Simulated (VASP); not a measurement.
Wanted: the native input for a VASP 6.6.1 run.

```yaml
Task: single point
Functional: r2SCAN
Potentials_or_basis: VASP PAW PBE potentials, release 64 (Hf_pv, O)
Cutoff: 520 eV
k_mesh: 9 × 9 × 9
Occupations: fermi-dirac, width 0.05 eV
Spin: no spin polarisation
Dipole_correction: no
Further_INCAR_settings: ALGO = Normal; EDIFF = 1e-07; NBANDS = 18
```

HfO2:

```
Hf O
1.0
     0.00000    2.50529    2.50529
     2.50529    0.00000    2.50529
     2.50529    2.50529    0.00000
Hf O
1 2
Direct
  0.00000 0.00000 0.00000
  0.75000 0.75000 0.75000
  0.25000 0.25000 0.25000
```

The input as run:

POSCAR

```
HfO2
1.0
    0.0000000000      2.5052914730      2.5052914730
    2.5052914730      0.0000000000      2.5052914730
    2.5052914730      2.5052914730      0.0000000000
Hf O
1 2
Direct
    0.0000000000      0.0000000000      0.0000000000
    0.7500000000      0.7500000000      0.7500000000
    0.2500000000      0.2500000000      0.2500000000
```

INCAR.step1

```
SYSTEM = HfO2
  PREC = Accurate
  ENCUT = 520
  ISMEAR = -1
  SIGMA = 0.05
  LREAL = .FALSE.
  LASPH = .TRUE.
  NELM = 80
  NBANDS = 18
  GGA = PE
  ALGO = Normal
  EDIFF = 1E-4
  LWAVE = .TRUE.
  LCHARG = .FALSE.
```

INCAR.step2

```
SYSTEM = HfO2
  PREC = Accurate
  ENCUT = 520
  EDIFF = 1E-7
  ISMEAR = -1
  SIGMA = 0.05
  LREAL = .FALSE.
  LASPH = .TRUE.
  NELM = 80
  ALGO = Normal
  ISIF = 2
  LWAVE = .FALSE.
  LCHARG = .TRUE.
  METAGGA = R2SCAN
  LMIXTAU = .TRUE.
  LELF = .TRUE.
  LVHAR = .TRUE.
  NBANDS = 18
  ISTART = 1
```

KPOINTS

```
regular mesh
0
G
  9 9 9
  0 0 0
```

Potentials or basis: VASP PAW PBE potentials, release 64 (Hf_pv, O).

Launch:

```sh
$ cat potpaw_PBE.64/Hf_pv/POTCAR potpaw_PBE.64/O/POTCAR > POTCAR
$ cp INCAR.step1 INCAR
$ mpirun -np 1 vasp_std > vasp.out
$ cp INCAR.step2 INCAR
$ mpirun -np 1 vasp_std > vasp.out
```

Results of the run:

```yaml
Pressure: 3.9 GPa
Band_gap_on_the_k_mesh: 4.52 eV, indirect (least direct gap 4.63 eV)
```

Caveat: the PAW data sets were made with another functional, which shifts forces and pressure a little; spin-orbit coupling is left out, which moves the levels of the heavy elements.

It took 99 s on 1 thread of Intel(R) Xeon(R) Platinum 8259CL CPU @ 2.50GHz (Skylake/Cascade Lake), with other jobs on the host, peak memory 0.17 GiB.
